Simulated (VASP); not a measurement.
Input of a VASP 6.6.1 run:

The input INCAR:

```
  ALGO = Normal
  EDIFF = 1E-6
  ENCUT = 520
  GGA = PS
  ISIF = 2
  ISMEAR = 0
  LASPH = T
  LCHARG = F
  LREAL = F
  LWAVE = F
  NBANDS = 26
  NELM = 100
  PREC = Accurate
  SIGMA = 0.02
```

File KPOINTS:

```
k-points
0
Gamma
  6 6 4
```

File POSCAR:

```
CdS
1.0
    4.1662911592      0.0000000000      0.0000000000
   -2.0831455796      3.6081139834      0.0000000000
    0.0000000000      0.0000000000      6.6678588815
Cd S
2 2
Direct
    0.3333333333      0.6666666667     -0.0016381747
    0.6666666667      0.3333333333      0.4983618253
    0.3333333333      0.6666666667      0.3786381747
    0.6666666667      0.3333333333      0.8786381747
```

Potentials or basis: VASP PAW PBE potentials, release 64 (Cd, S).

Run with:

```bash
$ cat potpaw_PBE.64/Cd/POTCAR potpaw_PBE.64/S/POTCAR > POTCAR
$ mpirun -np 1 vasp_std > vasp.out
```

Task: Estimate the pressure.

Result: -0.5 GPa.

Task: Predict the band gap on the k mesh.

Result: 1.09 eV, direct.

Stress tensor (GPa, compression positive):
```
-0.73  0.00  0.00
 0.00 -0.73  0.00
 0.00  0.00  0.07
```

Caveat: the cell differs from its parent crystal (strained cell); the PAW data sets were made with another functional, which shifts forces and pressure a little.
